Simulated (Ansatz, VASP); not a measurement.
# Two plane-wave programs on ZrC15O32

```
CELL_PARAMETERS angstrom
8.45443 0.00000 0.00000
0.00000 8.45443 0.00000
0.00000 0.00000 9.37554
ATOMIC_POSITIONS crystal
Zr 0.25000 0.25000 0.25000
C 0.25000 0.25000 0.75000
C 0.25000 0.75000 0.25000
C 0.25000 0.75000 0.75000
C 0.75000 0.25000 0.25000
C 0.75000 0.25000 0.75000
C 0.75000 0.75000 0.25000
C 0.75000 0.75000 0.75000
C 0.02352 0.02352 0.02646
C 0.02352 0.02352 0.47354
C 0.99771 0.50229 0.00856
C 0.99771 0.50229 0.49144
C 0.50229 0.99771 0.00856
C 0.50229 0.99771 0.49144
C 0.47648 0.47648 0.02646
C 0.47648 0.47648 0.47354
O 0.09173 0.40827 0.25000
O 0.15226 0.34774 0.75000
O 0.14223 0.83630 0.25000
O 0.16103 0.85577 0.75000
O 0.66370 0.35777 0.25000
O 0.64423 0.33897 0.75000
O 0.65231 0.84769 0.25000
O 0.65228 0.84772 0.75000
O 0.40827 0.09173 0.25000
O 0.34774 0.15226 0.75000
O 0.35777 0.66370 0.25000
O 0.33897 0.64423 0.75000
O 0.83630 0.14223 0.25000
O 0.85577 0.16103 0.75000
O 0.84769 0.65231 0.25000
O 0.84772 0.65228 0.75000
O 0.11937 0.11937 0.05596
O 0.11937 0.11937 0.44404
O 0.09285 0.60260 0.99924
O 0.09285 0.60260 0.50076
O 0.60260 0.09285 0.99924
O 0.60260 0.09285 0.50076
O 0.57003 0.57003 0.99514
O 0.57003 0.57003 0.50486
O 0.38063 0.38063 0.05596
O 0.38063 0.38063 0.44404
O 0.40715 0.89740 0.99924
O 0.40715 0.89740 0.50076
O 0.89740 0.40715 0.99924
O 0.89740 0.40715 0.50076
O 0.92997 0.92997 0.99514
O 0.92997 0.92997 0.50486
```

Alike in both runs: functional PBE; k mesh 2 × 2 × 2; occupations fermi-dirac, width 0.01 eV; no spin polarisation.

Ansatz relaxed the structure, and its values are those at the end. VASP's run is a single point on that final structure, the one shown.

|  | VASP | Ansatz |
| --- | --- | --- |
| version | VASP 6.6.1 | Ansatz 0.2.0 |
| potentials or method | VASP PAW PBE potentials, release 64 (Zr_sv, C, O) | plane-wave PAW, scalar-relativistic |
| plane-wave cutoff (eV) | 520 | 420 |
| valence electrons in the cell | 264 | 264 |

VASP gave:

```
gap on the k mesh at the Fermi level (eV) : 1.23
pressure (GPa)                            : 3.5
rms of the force components (eV/Å)        : 0.291
```

Q: Estimate Ansatz's values.

A: gap on the k mesh at the Fermi level (eV): 1.26; pressure (GPa): 2.0; rms of the force components (eV/Å): 0.006.

Ansatz's warnings: stress scf threshold loose.

Noted on VASP's run: the standard files for N, O and F lose accuracy on very short bonds.
